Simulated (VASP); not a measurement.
Write the native input for VASP 6.6.1 that does the following.

* Task: single point
* Functional: PBE
* Potentials or basis: VASP PAW PBE potentials, release 64 (Al, N)
* Cutoff: 520 eV
* k mesh: 6 × 4 × 6
* Occupations: gaussian, width 0.1 eV
* Spin: no spin polarisation
* Dipole correction: no
* Further INCAR settings: ALGO = Normal; EDIFF = 1e-06; NBANDS = 21

The structure of AlN lies in POSCAR:

```
AlN
1.0
    3.2994624099      0.0000000000      0.1865492862
    0.0000000000      6.3791639968      0.0000000000
   -1.1627886310      0.0000000000      3.8437145194
Al N
3 3
Direct
    0.5000000000      0.7530470931      0.5000000000
    0.5000000000      0.1640724377      0.5000000000
    0.5000000000      0.4216819991      0.0000000000
    0.0000000000      0.3702399709      0.5000000000
    0.5000000000      0.7050204764      0.0000000000
    0.0000000000      0.5859380228      0.5000000000
```

The input as run:

INCAR

```
PREC = Accurate
ENCUT = 520
EDIFF = 1E-6
ISMEAR = 0
SIGMA = 0.1
LREAL = False
LASPH = True
NELM = 80
ALGO = Normal
ISIF = 2
LWAVE = False
LCHARG = True
GGA = PE
LELF = True
LVHAR = True
NBANDS = 21
```

KPOINTS

```
regular mesh
0
Gamma
  6 4 6
```

Potentials or basis: VASP PAW PBE potentials, release 64 (Al, N).

Command:

```sh
$ cat potpaw_PBE.64/Al/POTCAR potpaw_PBE.64/N/POTCAR > POTCAR
$ mpirun -np 1 vasp_std > vasp.out
```

It gave:

```
Pressure               : -0.1 GPa
Largest force          : 0.095 eV/Å
Band gap on the k mesh : zero (band 12 reaches 5.71 eV, above the bottom of band 13 at 5.09 eV)
```

It took 46 s on 1 thread of Intel(R) Xeon(R) 6975P-C (Granite Rapids), with other jobs on the host, peak memory 0.23 GiB.
